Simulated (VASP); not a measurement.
Here is a VASP 6.6.1 calculation.

File INCAR:

```
SYSTEM = ZnSe
PREC = Accurate
ENCUT = 520
EDIFF = 1E-7
ISMEAR = 0
SIGMA = 0.02
LREAL = .False.
LASPH = .True.
NELM = 100
ALGO = Normal
ISIF = 2
LWAVE = .False.
LCHARG = .False.
GGA = PS
NBANDS = 26
```

The input KPOINTS:

```
Automatic mesh
0
Gamma
  8 8 6
  0 0 0
```

POSCAR

```
ZnSe
1.0
    2.8447899038      2.8447899038      0.0000000000
   -2.8447899038      2.8447899038      0.0000000000
    0.0000000000      0.0000000000      5.4079174409
Zn Se
2 2
Direct
    0.0000000000      0.0000000000      0.0000000000
    0.5000000000      0.5000000000      0.5000000000
    0.5000000000      0.0000000000      0.2500000000
    0.0000000000      0.5000000000      0.7500000000
```

Potentials or basis: VASP PAW PBE potentials, release 64 (Zn, Se).

The run is started by

```sh
$ cat potpaw_PBE.64/Zn/POTCAR potpaw_PBE.64/Se/POTCAR > POTCAR
$ mpirun -np 1 vasp_std > vasp.out
```

Question: What does it give for the band gap on the k mesh?

Answer: 1.20 eV.

Question: Predict the pressure.

Answer: 1.7 GPa.

Stress tensor (GPa, compression positive):
```
1.15 0.00 0.00
0.00 1.15 0.00
0.00 0.00 2.73
```

Caveat: the cell differs from its parent crystal (uniaxial strain along c: -4.0 %); the PAW data sets were made with another functional, which shifts forces and pressure a little.
